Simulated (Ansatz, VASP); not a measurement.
## AlN in VASP and in Ansatz

```
Al N
1.0
     0.00000    2.22857    2.13665
     2.22857    0.00000    2.13665
     2.22857    2.22857    0.00000
Al N
1 1
Direct
  0.00000 0.00000 0.00000
  0.25000 0.25000 0.25000
```

Change from the starting cell: epitaxial_xy strain +2.0%.

Alike in both runs: task single point; functional r2SCAN; k mesh 10 × 10 × 10; no spin polarisation.

|  | VASP | Ansatz |
| --- | --- | --- |
| version | VASP 6.6.1 | Ansatz 0.2.0 |
| potentials or method | VASP PAW PBE potentials, release 64 (Al, N) | plane waves, PAW |
| plane-wave cutoff (eV) | 520 | 500 |
| occupations | gaussian, width 0.01 eV | fixed |
| valence electrons in the cell | 8 | 8 |

Ansatz gave:

```
gap on the k mesh at the Fermi level (eV)                     : 3.70
pressure (GPa)                                                : -3.7
traceless stress, the component that is largest in VASP (GPa) : 3.66
```

Task: Estimate VASP's values.

Result: gap on the k mesh at the Fermi level (eV): 3.70; pressure (GPa): -4.1; traceless stress, the component that is largest in VASP (GPa): 3.66.

VASP's potentials were made for PBE, not for r2SCAN.
